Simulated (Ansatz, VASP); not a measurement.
Two plane-wave programs on F

```
CELL_PARAMETERS angstrom
3.07127 -1.76517 -0.23688
3.07127 1.76517 -0.23688
-2.30936 0.00000 7.06900
ATOMIC_POSITIONS crystal
F 0.08485 0.08485 0.07402
F 0.91515 0.91515 0.92598
F 0.50157 0.50157 0.59372
F 0.49843 0.49843 0.40628
```

Alike in both runs: task single point; functional PBEsol; k mesh 4 × 4 × 2; occupations gaussian, width 0.05 eV; no spin polarisation.

```csv
,VASP,Ansatz
version,VASP 6.6.1,Ansatz 0.2.0
potentials or method,"VASP PAW PBE potentials, release 64 (F), cutoff 520 eV","scalar-relativistic, plane waves, PAW"
valence electrons in the cell,28,28
```

|  | VASP | Ansatz | Ansatz less VASP |
| --- | --- | --- | --- |
| gap on the k mesh at the Fermi level (eV) | 2.65 | 2.71 | +0.064 |
| least direct gap on the mesh (eV) | 2.72 | 2.78 | +0.064 |
| pressure (GPa) | 14.9 | 13.1 | -1.79 |
| traceless stress, the component that is largest in VASP (GPa) | 19.70 | 17.41 | -2.284 |
| rms of the force components (eV/Å) | 6.864 | 5.950 | -0.9137 |

VASP's potentials were made for PBE, not for PBEsol. Atom by atom the forces differ by 0.925 eV/Å (rms over components).

The k mesh is coarse, so the values compare programs but aren't converged. Noted on VASP's run: the standard files for N, O and F lose accuracy on very short bonds.
